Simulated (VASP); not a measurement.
# Ge (Imma) in VASP: a series of runs, part 2 of 2

VASP 6.6.1.

## (4) Single point, PBE+D3(BJ)

This run uses another cell than the first one, of 18.55 Å³/atom, 1.009 times its volume.

INCAR reads:

```
SYSTEM = Ge
PREC     = Accurate       ! precision mode
ENCUT    = 500            ! plane-wave cutoff, eV
EDIFF    = 1E-6           ! SCF threshold, eV
ISMEAR   = -1             ! smearing method
SIGMA    = 0.05           ! smearing width, eV
LREAL    = .False.        ! projectors in reciprocal space
LASPH    = .True.         ! aspherical terms in the spheres
NELM     = 120            ! most SCF steps
ALGO     = Normal         ! electronic algorithm
ISIF     = 2              ! what is computed and relaxed
LWAVE    = .False.        ! write WAVECAR
LCHARG   = .False.        ! write CHGCAR
GGA      = PE             ! functional
IVDW     = 12             ! dispersion correction
NBANDS   = 21             ! bands
GGA_COMPAT= .False.
```

KPOINTS reads:

```
regular mesh
0
Gamma
  11 11 11
  0 0 0
```

POSCAR reads:

```
Ge
1.0
   -2.5788267744      2.5776027890      1.3950514479
    2.5788267744     -2.5776027890      1.3950514479
    2.5788267744      2.5776027890     -1.3950514479
Ge
2
Direct
    0.3753852639      0.1253852639      0.2500000000
    0.6246147361      0.8746147361      0.7500000000
```

Potentials or basis: VASP PAW PBE potentials, release 64 (Ge_d).

Command:

```console
> cat potpaw_PBE.64/Ge_d/POTCAR > POTCAR
> mpirun -np 1 vasp_std > vasp.out
```

OUTCAR:

```text
SYSTEM = Ge
   PREC = Accurate
   ENCUT = 500
   EDIFF = 1E-6
   ISMEAR = -1
   LREAL = .False.
   LASPH = .True.
   NELM = 120
   ISIF = 2
   GGA = PE
   IVDW = 12
 IVDW          = 12

 ion  position               nearest neighbor table
   1  0.375  0.125  0.250-   2 2.67   2 2.67   2 2.67   2 2.67
   2  0.625  0.875  0.750-   1 2.67   1 2.67   1 2.67   1 2.67

  LATTYP: Found a body centered orthorhombic cell.
 ALAT       =     2.7901028958
 B/A-ratio  =     1.8476757921
 C/A-ratio  =     1.8485531686

  Lattice vectors:

 A1 = (  -2.5788267744,   2.5776027890,  -1.3950514479)
 A2 = (  -2.5788267744,  -2.5776027890,   1.3950514479)
 A3 = (   2.5788267744,   2.5776027890,   1.3950514479)

Analysis of symmetry for initial positions (statically):
=====================================================================
 Subroutine PRICEL returns:
 Original cell was already a primitive cell.

 Routine SETGRP: Setting up the symmetry group for a
 body centered orthorhombic supercell.

 Subroutine GETGRP returns: Found  8 space group operations
 (whereof  4 operations were pure point group operations)
 out of a pool of  8 trial point group operations.

The static configuration has the point symmetry C_2h.
 The point group associated with its full space group is D_2h.

Analysis of symmetry for dynamics (positions and initial velocities):
=====================================================================
 Subroutine PRICEL returns:
 Original cell was already a primitive cell.

 Routine SETGRP: Setting up the symmetry group for a
 body centered orthorhombic supercell.

 Subroutine GETGRP returns: Found  8 space group operations
 (whereof  4 operations were pure point group operations)
 out of a pool of  8 trial point group operations.

The dynamic configuration has the point symmetry C_2h.
 The point group associated with its full space group is D_2h.

 Subroutine INISYM returns: Found  8 space group operations
 (whereof  4 operations are pure point group operations),
 and found     1 'primitive' translations

----------------------------------------------------------------------------------------

                                     Primitive cell

  volume of cell :      37.0927

  direct lattice vectors                    reciprocal lattice vectors
    -2.578826774  2.577602789  1.395051448     0.000000000  0.193978685  0.358409721
     2.578826774 -2.577602789  1.395051448     0.193886617  0.000000000  0.358409721
     2.578826774  2.577602789 -1.395051448     0.193886617  0.193978685  0.000000000

  length of vectors
     3.903914985  3.903914985  3.903914985     0.407535591  0.407491777  0.274262193

  position of ions in fractional coordinates (direct lattice)
     0.375385264  0.125385264  0.250000000
     0.624614736  0.874614736  0.750000000

  ion indices of the primitive-cell ions
   primitive index   ion index
                 1           1
                 2           2

----------------------------------------------------------------------------------------

 KPOINTS: regular mesh

Automatic generation of k-mesh.
 Grid dimensions read from file:
 generate k-points for:   11   11   11

 Generating k-lattice:

  Cartesian coordinates                     Fractional coordinates (reciprocal lattice)
     0.000000000  0.017634426  0.032582702     0.090909091 -0.000000000  0.000000000
     0.017626056  0.000000000  0.032582702    -0.000000000  0.090909091  0.000000000
     0.017626056  0.017634426  0.000000000     0.000000000  0.000000000  0.090909091

  Length of vectors
     0.037048690  0.037044707  0.024932927

  Shift w.r.t. Gamma in fractional coordinates (k-lattice)
     0.000000000  0.000000000  0.000000000

 Subroutine IBZKPT returns following result:
 ===========================================

 Found    216 irreducible k-points:

 Following reciprocal coordinates:
            Coordinates               Weight
  0.000000  0.000000  0.000000      1.000000
  0.090909 -0.000000  0.000000      4.000000
  0.181818  0.000000 -0.000000      4.000000
  0.272727  0.000000  0.000000      4.000000
  0.363636  0.000000 -0.000000      4.000000
  0.454545  0.000000 -0.000000      4.000000
[... 16 lines left out ...]
  0.454545  0.181818 -0.000000      8.000000
 -0.454545  0.181818  0.000000      8.000000
 [... further k-points ...]
   k-points           NKPTS =    216   k-points in BZ     NKDIM =    216   number of bands    NBANDS=     21
   number of dos      NEDOS =    301   number of ions     NIONS =      2
   total plane-waves  NPLWV =  21952
   dimension x,y,z NGX =    28 NGY =   28 NGZ =   28
   dimension x,y,z NGXF=    56 NGYF=   56 NGZF=   56
   ions per type =               2
   NGX,Y,Z   is equivalent  to a cutoff of  11.92, 11.92, 11.92 a.u.
   NGXF,Y,Z  is equivalent  to a cutoff of  23.85, 23.85, 23.85 a.u.
 SYSTEM =  Ge
   PREC   = accura    normal or accurate (medium, high low for compatibility)
   ISTART =      0    job   : 0-new  1-cont  2-samecut
   ICHARG =      2    charge: 1-file 2-atom 10-const
   ISPIN  =      1    spin polarized calculation?
   LNONCOLLINEAR =      F non collinear calculations
   LSORBIT =      F    spin-orbit coupling
   LASPH  =      T    aspherical Exc in radial PAW
   ENCUT  =  500.0 eV  36.75 Ry    6.06 a.u.   7.12  7.12  7.12*2*pi/ulx,y,z
   NELM   =    120;   NELMIN=  2; NELMDL= -5     # of ELM steps
   EDIFF  = 0.1E-05   stopping-criterion for ELM
   LREAL  =      F    real-space projection
   EDIFFG = 0.1E-04   stopping-criterion for IOM
   NSW    =      0    number of steps for IOM
   IBRION =     -1    ionic relax: 0-MD 1-quasi-New 2-CG
   NFREE  =      0    steps in history (QN), initial steepest desc. (CG)
   ISIF   =      2    stress and relaxation
   ISYM   =      2    0-nonsym 1-usesym 2-fastsym
   POTIM  = 0.5000    time-step for ionic-motion
   TEBEG  =    0.0;   TEEND  =   0.0 temperature during run
   PSTRESS=    0.0 pullay stress
   NELECT =      28.0000    total number of electrons
   NUPDOWN=      -1.0000    fix difference up-down
   EMIN   =  10.00;   EMAX   =-10.00  energy-range for DOS
   EFERMI =   0.00;   METHOD = LEGACY
   ISMEAR =    -1;   SIGMA  =   0.05  broadening in eV -4-tet -1-fermi 0-gaus
   EFERMI_NEDOS =   21; number of points for ismear=-14 and -15
   IALGO  =     38    algorithm
   IMIX   =      4    mixing-type and parameters
     AMIX     =   0.40;   BMIX     =  1.00
     AMIX_MAG =   1.60;   BMIX_MAG =  1.00
  volume/ion in A,a.u.               =      18.55       125.16
  Fermi-wavevector in a.u.,A,eV,Ry     =   1.490612  2.816849 30.231127  2.221925
  Thomas-Fermi vector in A             =   2.603372
   LORBIT       =      0    0 simple, 1 ext, 2 COOP (PROOUT), +10 PAW based schemes
   GGA     = PE    functional components
   LHFCALC =     F    Hartree Fock is set to
   AEXX    =    0.0000 exact exchange contribution
   IVDW    =    12    specifies the selected vdW correction
   LEPSILON=     F    determine dielectric tensor
   LRPA    =     F    only Hartree local field effects (RPA)
 non-spin polarized calculation
  energy-cutoff  :      500.00
  volume of cell :       37.09
 maximum number of plane-waves:       959
   NGX = 15   NGY = 15   NGZ = 15

 number of electron      28.0000030 magnetization

 Free energy of the ion-electron system (eV)
  ---------------------------------------------------
  ext. energy  EPLUGINS =         0.00000000
  ---------------------------------------------------
  free energy    TOTEN  =        -8.56531165 eV

  energy without entropy =       -8.55719837  energy(sigma->0) =       -8.56125501

 E-fermi :   6.8119     XC(G=0): -11.3136

 val. band max:        6.8007889374   @ k =  -0.2727  -0.1818   0.1818
 cond. band min:       6.8201195462   @ k =  -0.1818   0.2727   0.0000
 fundamental gap:      0.0193306088
 Fermi energy:         6.8118966586

 k-point     1 :       0.0000    0.0000    0.0000
  band No.  band energies     occupation
      1     -17.9669      2.00000
      2     -17.9257      2.00000
      3     -17.8937      2.00000
      4     -17.8917      2.00000
      5     -17.7866      2.00000
      6     -17.7859      2.00000
[... 13 lines left out ...]
     20      18.3009      0.00000
     21      19.2958      0.00000
[... 529 lines left out ...]
 k-point    24 :      -0.4545    0.1818    0.0000
  band No.  band energies     occupation
      1     -17.9185      2.00000
      2     -17.8730      2.00000
      3     -17.8674      2.00000
      4     -17.8411      2.00000
      5     -17.8221      2.00000
      6     -17.8034      2.00000
[... 13 lines left out ...]
     20      17.2623      0.00000
     21      17.8508      0.00000

 [... further k-points ...]

------------------------ aborting loop because EDIFF is reached ----------------------------------------

 Edisp (eV)   -0.71798

 E8    (eV) :    -0.3185

  FORCE on cell =-STRESS in cart. coord.  units (eV):
  Direction    XX          YY          ZZ          XY          YZ          ZX
  --------------------------------------------------------------------------------------
  -------------------------------------------------------------------------------------
  Total      -0.04778    -0.03708    -0.03539     0.00000    -0.00000     0.00000
  in kB      -2.06398    -1.60144    -1.52881     0.00000    -0.00000     0.00000
  external pressure =       -1.73 kB  Pullay stress =        0.00 kB

 VOLUME and BASIS-vectors are now :
 -----------------------------------------------------------------------------
  energy-cutoff  :      500.00
  volume of cell :       37.09
      direct lattice vectors                 reciprocal lattice vectors
    -2.578826774  2.577602789  1.395051448     0.000000000  0.193978685  0.358409721
     2.578826774 -2.577602789  1.395051448     0.193886617  0.000000000  0.358409721
     2.578826774  2.577602789 -1.395051448     0.193886617  0.193978685  0.000000000

 POSITION                                       TOTAL-FORCE (eV/Angst)
 -----------------------------------------------------------------------------------
      0.00000      1.28880      0.34984        -0.000000     -0.000000      0.000012
      2.57883      1.28880      1.04521         0.000000      0.000000     -0.000012
 -----------------------------------------------------------------------------------
    total drift:                               -0.000000      0.000000      0.000000

  FREE ENERGIE OF THE ION-ELECTRON SYSTEM (eV)
  ---------------------------------------------------
  free  energy   TOTEN  =        -9.2832900739 eV

  energy  without entropy=       -9.2751767950  energy(sigma->0) =       -9.27923343
```

It took 66 s on 1 thread of Intel Xeon 6975P-C, shared host; peak memory 0.26 GiB.

What came out:

| Property | Result |
| --- | --- |
| Free energy | -9.2833 eV |
| Pressure | -0.2 GPa |
| Band gap on the k mesh | zero (band 14 reaches 8.48 eV, above the bottom of band 15 at 3.82 eV) |
| Dispersion energy per atom | -0.359 eV |

Caveat: pairwise dispersion overbinds metals, which lowers pressure and volume.

## (5) Single point, PBE+D4

This run uses another cell than the first one, of 18.54 Å³/atom, 1.009 times its volume.

INCAR reads:

```
SYSTEM = Ge
PREC = Accurate
ENCUT = 500
EDIFF = 1E-6
ISMEAR = -1
SIGMA = 0.05
LREAL = .FALSE.
LASPH = .TRUE.
NELM = 120
ALGO = Normal
ISIF = 2
LWAVE = .FALSE.
LCHARG = .FALSE.
GGA = PE
IVDW = 13
NBANDS = 21
GGA_COMPAT = .FALSE.
```

KPOINTS reads:

```
regular mesh
0
G
  11 11 11
  0 0 0
```

POSCAR reads:

```
Ge
1.0
   -2.5787558080      2.5774101202      1.3950011271
    2.5787558080     -2.5774101202      1.3950011271
    2.5787558080      2.5774101202     -1.3950011271
Ge
2
Direct
    0.3754289622      0.1254289622      0.2500000000
    0.6245710378      0.8745710378      0.7500000000
```

Command:

```console
> cat potpaw_PBE.64/Ge_d/POTCAR > POTCAR
> mpirun -np 1 vasp_std > vasp.out
```

It took 78 s on 1 thread of Intel Xeon 6975P-C, shared host; peak memory 0.25 GiB.

The run converged. Its results:

| Quantity | Value |
| --- | --- |
| Free energy | -9.3459 eV |
| Pressure | -0.2 GPa |
| Band gap on the k mesh | zero (band 14 reaches 8.49 eV, above the bottom of band 15 at 3.82 eV) |
| Dispersion energy per atom | -0.390 eV |

Levels at points of the mesh, in eV from the Fermi level:
| k point | band 10 | band 11 | band 12 | band 13 | band 14 | band 15 | band 16 | band 17 | band 18 | band 19 |
| --- | --- | --- | --- | --- | --- | --- | --- | --- | --- | --- |
| (0.00, 0.00, 0.00) | -24.47 | -13.32 | -4.13 | -2.38 | -2.37 | 3.25 | 7.53 | 7.55 | 8.18 | 8.39 |

Caveat: pairwise dispersion overbinds metals, which lowers pressure and volume.

## (6) Summary

| level | cell | cutoff (eV) | gap on the mesh (eV) | pressure (GPa) |
| --- | --- | --- | --- | --- |
| PBEsol | a = 3.892 Å, angles 97.4, 97.3, 138.1°, 2 atoms | 520 | none | 0.0 |
| PBEsol+D3(BJ) | a = 3.841 Å, angles 97.4, 97.3, 138.1°, 2 atoms | 500 | none | -0.1 |
| PBE+D3(BJ) | a = 3.904 Å, angles 97.3, 97.4, 138.1°, 2 atoms | 500 | none | -0.2 |
| PBE+D4 | a = 3.904 Å, angles 97.3, 97.4, 138.1°, 2 atoms | 500 | none | -0.2 |

Alike in all rows: task single point; potentials or basis VASP PAW PBE potentials, release 64 (Ge_d); no spin polarisation; k mesh 11 × 11 × 11; smearing fermi-dirac 0.05 eV.

Caveats: pairwise dispersion overbinds metals, which lowers pressure and volume (some runs); the PAW data sets were made with another functional, which shifts forces and pressure a little (some runs).

Absolute energies hang on the potentials; compare differences alone.
